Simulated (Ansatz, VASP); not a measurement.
## Ti: VASP beside Ansatz

File INCAR:

```
SYSTEM = Ti
PREC     = Accurate       ! precision mode
ENCUT    = 520            ! plane-wave cutoff, eV
EDIFF    = 1E-6           ! SCF threshold, eV
ISMEAR   = 0              ! smearing method
SIGMA    = 0.15           ! smearing width, eV
LREAL    = .FALSE.        ! projectors in reciprocal space
LASPH    = .TRUE.         ! aspherical terms in the spheres
NELM     = 100            ! most SCF steps
ALGO     = Fast           ! electronic algorithm
ISIF     = 2              ! what is computed and relaxed
LWAVE    = .FALSE.        ! write WAVECAR
LCHARG   = .TRUE.         ! write CHGCAR
GGA      = PE             ! functional
LELF     = .TRUE.         ! ELF
LVHAR    = .TRUE.       
NBANDS   = 12             ! bands
```

Contents of KPOINTS:

```
Automatic mesh
0
G
  22 22 22
  0 0 0
```

POSCAR

```
Ti
1.0
   -1.5442401234      1.5442401234      1.8530881481
    1.5442401234     -1.5442401234      1.8530881481
    1.5442401234      1.5442401234     -1.8530881481
Ti
1
Direct
    0.0000000000      0.0000000000      0.0000000000
```

Input for Ansatz:

```yaml
crystal:
  lattice:
    - [-1.5442401234, 1.5442401234, 1.8530881481]
    - [1.5442401234, -1.5442401234, 1.8530881481]
    - [1.5442401234, 1.5442401234, -1.8530881481]
  atoms:
    - { symbol: Ti, position: [0.0, 0.0, 0.0] }
basis:
  ecutwfc: 420
kpoints:
  mp_grid: { grid: [22, 22, 22] }
hamiltonian:
  xc: pbe
scf:
  occupations: { method: gaussian, width: 0.15 }
output:
  forces: true
  stress: true
  eigenvalues: true
```

Alike in both runs: task single point; functional PBE; k mesh 22 × 22 × 22; occupations gaussian, width 0.15 eV; no spin polarisation.

|  | VASP | Ansatz |
| --- | --- | --- |
| version | VASP 6.6.1 | Ansatz 0.2.0 |
| potentials or method | VASP PAW PBE potentials, release 64 (Ti_sv), cutoff 520 eV | scalar-relativistic, plane waves, PAW |
| valence electrons in the cell | 12 | 12 |

|  | VASP | Ansatz | Ansatz less VASP |
| --- | --- | --- | --- |
| gap on the k mesh at the Fermi level (eV) | none | none | - |
| pressure (GPa) | -3.0 | -1.9 | +1.09 |
| traceless stress, the component that is largest in VASP (GPa) | 2.17 | 2.19 | +0.019 |

A gap of «none» marks a metal or a gap that the smearing closes. With one functional, cell and mesh, what is left measures potentials, basis and numerics.
